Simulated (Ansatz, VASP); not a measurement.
# One calculation of Mo, two programs

The input INCAR:

```
SYSTEM = Mo
PREC     = Accurate       ! precision mode
ENCUT    = 520            ! plane-wave cutoff, eV
EDIFF    = 1E-6           ! SCF threshold, eV
ISMEAR   = 0              ! smearing method
SIGMA    = 0.15           ! smearing width, eV
LREAL    = .False.        ! projectors in reciprocal space
LASPH    = .True.         ! aspherical terms in the spheres
NELM     = 80             ! most SCF steps
ALGO     = Fast           ! electronic algorithm
ISIF     = 2              ! what is computed and relaxed
LWAVE    = .False.        ! write WAVECAR
LCHARG   = .True.         ! write CHGCAR
GGA      = PS             ! functional
LELF     = .True.         ! ELF
LVHAR    = .True.       
NBANDS   = 13             ! bands
```

Contents of KPOINTS:

```
Automatic mesh
0
Gamma
  26 26 26
  0 0 0
```

File POSCAR:

```
Mo
1.0
   -1.5646534271      1.5646534271      1.6428860985
    1.5646534271     -1.5646534271      1.6428860985
    1.5646534271      1.5646534271     -1.6428860985
Mo
1
Direct
    0.0000000000      0.0000000000      0.0000000000
```

Input for Ansatz:

```yaml
crystal:
  lattice:
    - [-1.5646534271, 1.5646534271, 1.6428860985]
    - [1.5646534271, -1.5646534271, 1.6428860985]
    - [1.5646534271, 1.5646534271, -1.6428860985]
  atoms:
    - { symbol: Mo, position: [0.0, 0.0, 0.0] }
basis:
  ecutwfc: 420
kpoints:
  mp_grid: { grid: [26, 26, 26] }
hamiltonian:
  xc: pbesol
scf:
  occupations: { method: gaussian, width: 0.15 }
output:
  forces: true
  stress: true
  eigenvalues: true
```

Change from the starting cell: strain +0.000 along x and y, +0.050 along z, atoms carried along.

Alike in both runs: task single point; functional PBEsol; k mesh 26 × 26 × 26; occupations gaussian, width 0.15 eV; no spin polarisation.

```csv
,VASP,Ansatz
version,VASP 6.6.1,Ansatz 0.2.0
potentials or method,"VASP PAW PBE potentials, release 64 (Mo_sv), cutoff 520 eV","scalar-relativistic, plane waves, PAW"
valence electrons in the cell,14,14
```

|  | VASP | Ansatz | Ansatz less VASP |
| --- | --- | --- | --- |
| gap on the k mesh at the Fermi level (eV) | none | none | - |
| pressure (GPa) | -11.5 | -12.0 | -0.49 |
| traceless stress, the component that is largest in VASP (GPa) | -9.01 | -9.01 | -0.001 |

VASP's potentials were made for PBE, not for PBEsol. A gap of «none» marks a metal or a gap that the smearing closes. The functional is the same, so the differences come from potentials, cutoffs and numerics.
